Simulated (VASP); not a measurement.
# CoO (Pm-3m) in VASP: a series of runs, part 3 of 3

VASP 6.6.1. Earlier steps stand in the parts before.

### 4 Relaxation of cell and atoms, PBE, collinear spin, ferromagnetic start

This run uses another cell than the first one, of 8.37 Å³/atom.

INCAR reads:

```
PREC = Accurate
ENCUT = 600
EDIFF = 1E-6
ISMEAR = 0
SIGMA = 0.1
LREAL = False
LASPH = True
NELM = 150
ALGO = Normal
ISIF = 3
LWAVE = False
LCHARG = False
ISPIN = 2
MAGMOM = 2.73 0.53
LORBIT = 11
LMAXMIX = 4
GGA = PE
IBRION = 2
NSW = 100
EDIFFG = -0.05
```

KPOINTS reads:

```
Automatic mesh
0
Gamma
  8 8 8
```

POSCAR reads:

```
CoO
1.0
    2.5580026086      0.0000000000      0.0000000000
    0.0000000000      2.5580026086      0.0000000000
    0.0000000000      0.0000000000      2.5580026086
Co O
1 1
Direct
    0.0000000000      0.0000000000      0.0000000000
    0.5000000000      0.5000000000      0.5000000000
```

Potentials or basis: VASP PAW PBE potentials, release 64 (Co, O).

Run with:

```
cat potpaw_PBE.64/Co/POTCAR potpaw_PBE.64/O/POTCAR > POTCAR
mpirun -np 1 vasp_std > vasp.out
```

OUTCAR:

```text
PREC = Accurate
   ENCUT = 600
   EDIFF = 1E-6
   ISMEAR = 0
   LREAL = False
   LASPH = True
   NELM = 150
   ISIF = 3
   ISPIN = 2
   LORBIT = 11
   GGA = PE
   IBRION = 2
   NSW = 100
   EDIFFG = -0.05

 ion  position               nearest neighbor table
   1  0.000  0.000  0.000-   2 2.22   2 2.22   2 2.22   2 2.22   2 2.22   2 2.22   2 2.22   2 2.22

   2  0.500  0.500  0.500-   1 2.22   1 2.22   1 2.22   1 2.22   1 2.22   1 2.22   1 2.22   1 2.22

  LATTYP: Found a simple cubic cell.
 ALAT       =     2.5580026086

  Lattice vectors:

 A1 = (   2.5580026086,   0.0000000000,   0.0000000000)
 A2 = (   0.0000000000,   2.5580026086,   0.0000000000)
 A3 = (   0.0000000000,   0.0000000000,   2.5580026086)

Analysis of symmetry for initial positions (statically):
=====================================================================
 Subroutine PRICEL returns:
 Original cell was already a primitive cell.

 Routine SETGRP: Setting up the symmetry group for a
 simple cubic supercell.

 Subroutine GETGRP returns: Found 48 space group operations
 (whereof 48 operations were pure point group operations)
 out of a pool of 48 trial point group operations.

The static configuration has the point symmetry O_h .

Analysis of symmetry for dynamics (positions and initial velocities):
=====================================================================
 Subroutine PRICEL returns:
 Original cell was already a primitive cell.

 Routine SETGRP: Setting up the symmetry group for a
 simple cubic supercell.
[... 251 lines left out ...]

 val. band max:        8.7164439123   @ k =   0.3750   0.3750   0.2500
 cond. band min:       8.7356678023   @ k =   0.3750   0.2500   0.1250
 fundamental gap:      0.0192238901
 Fermi energy:         8.7181246554

 spin component 1

 k-point     1 :       0.0000    0.0000    0.0000
  band No.  band energies     occupation
      1     -11.6488      1.00000
      2       4.4404      1.00000
      3       4.4404      1.00000
      4       5.9095      1.00000
      5       5.9095      1.00000
      6       5.9095      1.00000
      7       6.1690      1.00000
      8       6.1690      1.00000
      9       6.1690      1.00000
     10       9.4220      0.00000
     11      24.1918      0.00000
     12      24.1918      0.00000
     13      28.6699      0.00000
[... 356 lines left out ...]
      2       1.9077      1.00000
      3       2.5433      1.00000
      4       4.7601      1.00000
      5       5.2518      1.00000
      6       5.7317      1.00000
      7       5.9425      1.00000
      8       7.0974      1.00000
      9       7.6849      1.00000
     10      14.8327      0.00000
     11      18.7218      0.00000
     12      19.8156      0.00000
     13      26.5939      0.00000

 [... further k-points ...]

 spin component 2

 k-point     1 :       0.0000    0.0000    0.0000
  band No.  band energies     occupation
      1     -10.9620      1.00000
      2       6.1663      1.00000
      3       6.1664      1.00000
      4       6.7103      1.00000
      5       6.7103      1.00000
      6       6.7103      1.00000
      7       9.2143      0.00000
      8       9.2143      0.00000
      9       9.2144      0.00000
     10      10.0969      0.00000
     11      24.6895      0.00000
     12      24.6896      0.00000
     13      29.5163      0.00000
[... 397 lines left out ...]
  FREE ENERGIE OF THE ION-ELECTRON SYSTEM (eV)
  ---------------------------------------------------
  free  energy   TOTEN  =       -12.3942757394 eV

  energy  without entropy=      -12.3804202702  energy(sigma->0) =      -12.38734800

 reached required accuracy - stopping structural energy minimisation

 total charge

# of ion       s       p       d       tot
------------------------------------------
    1        0.295   0.350   7.162   7.807
    2        1.579   3.349   0.000   4.927
--------------------------------------------------
tot          1.874   3.699   7.162  12.735

 magnetization (x)

# of ion       s       p       d       tot
------------------------------------------
    1       -0.000   0.003   2.497   2.501
    2        0.019   0.426   0.000   0.445
--------------------------------------------------
tot          0.019   0.429   2.497   2.945
```

Wall time 29 s (1 thread of Intel Xeon 6975P-C (Granite Rapids), shared host); peak memory 0.14 GiB.

Results:

```yaml
Free_energy: -12.3943 eV
Relaxed_volume: 8.93 Å³/atom
Relaxed_cell: a = 2.614 Å, b = 2.614 Å, c = 2.614 Å, α = 90.00°, β = 90.00°, γ = 90.00°
Space_group_after_relaxing_to_0.1_Å: Pm-3m (No. 221)
Energy_gained_by_relaxing: 24.3 meV/atom
Ionic_steps: 3
Pressure_after_relaxing: -0.1 GPa
Band_gap_on_the_k_mesh: zero (filled and empty bands overlap)
Net_moment: 3.00 μB per cell
Site_moments: Co +2.50; O +0.45 μB
Valence_electrons_inside_the_program's_atomic_spheres: Co 7.81; O 4.93
```

The path:
```tsv
step	energy change (eV)	largest force (eV/Å)	pressure (GPa)	volume (Å³)
1	0.0000	0.0000	14.90	16.74
2	-0.0263	0.0000	-8.03	18.70
3	-0.0485	0.0000	-0.11	17.85
```

Final structure:
```xyz
2
Lattice="2.6137 0.0000 0.0000 0.0000 2.6137 0.0000 0.0000 0.0000 2.6137" Properties=species:S:1:pos:R:3 pbc="T T T"
Co    0.0000    0.0000    0.0000
O     1.3068    1.3068    1.3068
```

Caveat: a cell with one magnetic atom can't hold antiferromagnetic order, which such compounds often take; semilocal functionals often make such compounds metallic where correlation or magnetic order opens a gap, which also shifts bond lengths.

### 5 Single point, PBE, collinear spin, ferromagnetic start

INCAR reads:

```
SYSTEM = CoO
PREC = Accurate
ENCUT = 520
EDIFF = 1E-7
ISMEAR = 0
SIGMA = 0.1
LREAL = .FALSE.
LASPH = .TRUE.
NELM = 150
ALGO = Normal
ISIF = 2
LWAVE = .FALSE.
LCHARG = .TRUE.
ISPIN = 2
MAGMOM = 2.74 0.52
LORBIT = 11
LMAXMIX = 4
GGA = PE
LELF = .TRUE.
LVHAR = .TRUE.
NBANDS = 18
```

KPOINTS reads:

```
regular mesh
0
G
  16 16 16
  0 0 0
```

POSCAR reads:

```
CoO
1.0
    2.6161540064      0.0000000000      0.0000000000
    0.0000000000      2.6161540064      0.0000000000
    0.0000000000      0.0000000000      2.6161540064
Co O
1 1
Direct
    0.0000000000      0.0000000000      0.0000000000
    0.5000000000      0.5000000000      0.5000000000
```

Run with:

```
cat potpaw_PBE.64/Co/POTCAR potpaw_PBE.64/O/POTCAR > POTCAR
mpirun -np 1 vasp_std > vasp.out
```

Run time: 48 s. Hardware: 1 thread of Intel Xeon 6975P-C (Granite Rapids), shared host; peak memory 0.19 GiB.

The run converged. Its results:

```yaml
Free_energy: -12.4007 eV
Pressure: -0.5 GPa
Band_gap_on_the_k_mesh: zero (filled and empty bands overlap)
Net_moment: 3.00 μB per cell
Site_moments: Co +2.50; O +0.44 μB
Valence_electrons_inside_the_program's_atomic_spheres: Co 7.80; O 4.93
```

Levels at points of the mesh, in eV from the Fermi level:
Spin up:
```csv
k point,band 5,band 6,band 7,band 8,band 9,band 10,band 11,band 12,band 13,band 14
"(0.00, 0.00, 0.00)",-2.80,-2.80,-2.56,-2.56,-2.56,0.68,15.46,15.46,19.91,19.91
"(0.50, 0.00, 0.00)",-3.94,-2.49,-1.62,-0.36,-0.36,6.16,8.00,16.46,17.64,17.64
"(0.50, 0.50, 0.00)",-3.18,-3.12,-3.12,-1.89,-1.60,5.67,11.13,11.13,16.72,24.47
"(0.50, 0.50, 0.50)",-1.56,-1.56,-0.38,-0.38,-0.38,6.78,6.78,6.78,14.57,21.67
```
Spin down:
```tsv
k point	band 2	band 3	band 4	band 5	band 6	band 7	band 8	band 9	band 10	band 11
(0.00, 0.00, 0.00)	-2.55	-2.55	-2.00	-2.00	-2.00	0.50	0.50	0.50	1.36	15.95
(0.50, 0.00, 0.00)	-8.05	-2.91	-2.91	-2.13	0.42	0.60	1.79	1.79	6.60	8.99
(0.50, 0.50, 0.00)	-5.65	-5.65	-2.16	-1.03	-0.42	-0.21	-0.21	0.61	6.71	11.76
(0.50, 0.50, 0.50)	-6.09	-6.09	-6.09	0.65	0.65	2.09	2.09	2.09	7.11	7.11
```

Caveat: a cell with one magnetic atom can't hold antiferromagnetic order, which such compounds often take; semilocal functionals often make such compounds metallic where correlation or magnetic order opens a gap, which also shifts bond lengths.

### 6 Single point, PBE, collinear spin, ferromagnetic start

INCAR reads:

```
PREC = Accurate
ENCUT = 520
EDIFF = 1E-7
ISMEAR = 0
SIGMA = 0.1
LREAL = F
LASPH = T
NELM = 150
ALGO = Normal
ISIF = 2
LWAVE = F
LCHARG = F
ISPIN = 2
MAGMOM = 3 0
LORBIT = 11
LMAXMIX = 4
GGA = PE
NBANDS = 18
```

KPOINTS reads:

```
Automatic mesh
0
Gamma
  16 16 16
```

POSCAR is that of step 5.

Potentials or basis: VASP PAW PBE potentials, release 64 (Co, O).

Run with:

```
cat potpaw_PBE.64/Co/POTCAR potpaw_PBE.64/O/POTCAR > POTCAR
mpirun -np 1 vasp_std > vasp.out
```

Wall time 53 s (1 thread of Intel Xeon 6975P-C (Granite Rapids), shared host); peak memory 0.19 GiB.

Results (log left out):

```
Free energy                                           : -12.4007 eV
Pressure                                              : -0.5 GPa
Band gap on the k mesh                                : zero (filled and empty bands overlap)
Net moment                                            : 3.00 μB per cell
Site moments                                          : Co +2.50; O +0.44 μB
Valence electrons inside the program's atomic spheres : Co 7.80; O 4.93
```

Levels at points of the mesh, in eV from the Fermi level:
Spin up:
| k point | band 7 | band 8 | band 9 | band 10 | band 11 | band 12 |
| --- | --- | --- | --- | --- | --- | --- |
| (0.00, 0.00, 0.00) | -2.56 | -2.56 | -2.56 | 0.69 | 15.46 | 15.46 |
| (0.50, 0.00, 0.00) | -1.62 | -0.36 | -0.36 | 6.16 | 8.00 | 16.46 |
| (0.50, 0.50, 0.00) | -3.12 | -1.89 | -1.60 | 5.67 | 11.13 | 11.13 |
| (0.50, 0.50, 0.50) | -0.38 | -0.38 | -0.38 | 6.78 | 6.78 | 6.78 |
Spin down:
```csv
k point,band 3,band 4,band 5,band 6,band 7,band 8,band 9,band 10
"(0.00, 0.00, 0.00)",-2.55,-2.00,-2.00,-2.00,0.50,0.50,0.50,1.36
"(0.50, 0.00, 0.00)",-2.91,-2.91,-2.13,0.42,0.60,1.79,1.79,6.60
"(0.50, 0.50, 0.00)",-5.65,-2.16,-1.03,-0.42,-0.21,-0.21,0.61,6.71
"(0.50, 0.50, 0.50)",-6.09,-6.09,0.65,0.65,2.09,2.09,2.09,7.11
```

Caveat: a cell with one magnetic atom can't hold antiferromagnetic order, which such compounds often take; semilocal functionals often make such compounds metallic where correlation or magnetic order opens a gap, which also shifts bond lengths.

### 7 The runs side by side

```csv
task,spin,cell,k mesh,cutoff (eV),gap on the mesh (eV),pressure (GPa),moment (μB)
single point,"collinear, ferromagnetic start","a = 2.616 Å, 2 atoms",8 × 8 × 8,520,none,-0.4,3.00
single point,off,"a = 2.616 Å, 2 atoms",16 × 16 × 16,520,none,-14.2,-
relaxation of cell and atoms,"collinear, ferromagnetic start","relaxed from a = 2.558 Å, 2 atoms",8 × 8 × 8,600,none,-0.1,3.00
single point,"collinear, ferromagnetic start","a = 2.616 Å, 2 atoms",16 × 16 × 16,520,none,-0.5,3.00
```

Alike in all rows: level PBE; potentials or basis VASP PAW PBE potentials, release 64 (Co, O); smearing gaussian 0.1 eV.

Caveats: semilocal functionals often make such compounds metallic where correlation or magnetic order opens a gap, which also shifts bond lengths; a cell with one magnetic atom can't hold antiferromagnetic order, which such compounds often take (at least some runs); the cell stands under tension (at least some runs); an odd number of electrons without spin polarisation forces a metal (at least some runs); a magnetic or distorted state may lie lower (at least some runs).

Total energies depend on the potentials used, so only differences within one code and one set of settings carry meaning.
